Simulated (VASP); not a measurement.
Runs of VASP 6.6.1 on MnO. The structure is cubic, space group Fm-3m (No. 225). Conventional cell: a = 4.446 Å, b = 4.446 Å, c = 4.446 Å, α = 90.00°, β = 90.00°, γ = 90.00°. Within 2.9 Å of Mn (site symmetry m-3m) lie 6 O at 2.22 Å. Within 2.9 Å of O (site symmetry m-3m) lie 6 Mn at 2.22 Å. 

| k mesh | smearing | gap on the mesh (eV) | pressure (GPa) |
| --- | --- | --- | --- |
| 8 × 8 × 8 | fermi-dirac 0.1 eV | none | -32.6 |
| 8 × 8 × 8 | gaussian 0.05 eV | none | -34.2 |
| 8 × 8 × 8 | fermi-dirac 0.15 eV | none | -31.3 |
| 4 × 4 × 4 | gaussian 0.05 eV | none | (a) |

Alike in all rows: task single point; level PBE; potentials or basis VASP PAW PBE potentials, release 64 (Mn_pv, O); no spin polarisation; cell as given; cutoff (eV) 600.

Question: Fill in the values left out.

Answer: (a) -34.9.

Caveats: some runs use coarse meshes; an odd number of electrons without spin polarisation forces a metal; a magnetic or distorted state may lie lower; the run has no spin polarisation, though such a crystal can be magnetic; semilocal functionals often make such compounds metallic where correlation or magnetic order opens a gap, which also shifts bond lengths.

A gap of «none» marks levels without a gap at the run's occupations.
